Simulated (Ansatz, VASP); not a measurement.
# HfN: VASP beside Ansatz

```
Hf N
1.0
     0.00000    2.26607    2.26607
     2.26607    0.00000    2.26607
     2.26607    2.26607    0.00000
Hf N
1 1
Direct
  0.00000 0.00000 0.00000
  0.50000 0.50000 0.50000
```

Alike in both runs: task single point; functional PBEsol; k mesh 16 × 16 × 16; occupations fermi-dirac, width 0.15 eV; no spin polarisation.

```csv
,VASP,Ansatz
version,VASP 6.6.1,Ansatz 0.2.0
potentials or method,"VASP PAW PBE potentials, release 64 (Hf_pv, N), cutoff 520 eV","scalar-relativistic, plane waves, PAW"
valence electrons in the cell,15,31
```

```csv
,VASP,Ansatz,Ansatz less VASP
gap on the k mesh at the Fermi level (eV),none,none,-
pressure (GPa),-7.5,-5.4,+2.14
```

VASP's potentials were made for PBE, not for PBEsol. A gap of «none» marks a metal or a gap that the smearing closes. With one functional, cell and mesh, what is left measures potentials, basis and numerics. VASP's potentials hold 15 valence electrons a cell and Ansatz's 31, so a difference there can come from the potentials and not from the codes.

Spin-orbit coupling is off throughout.
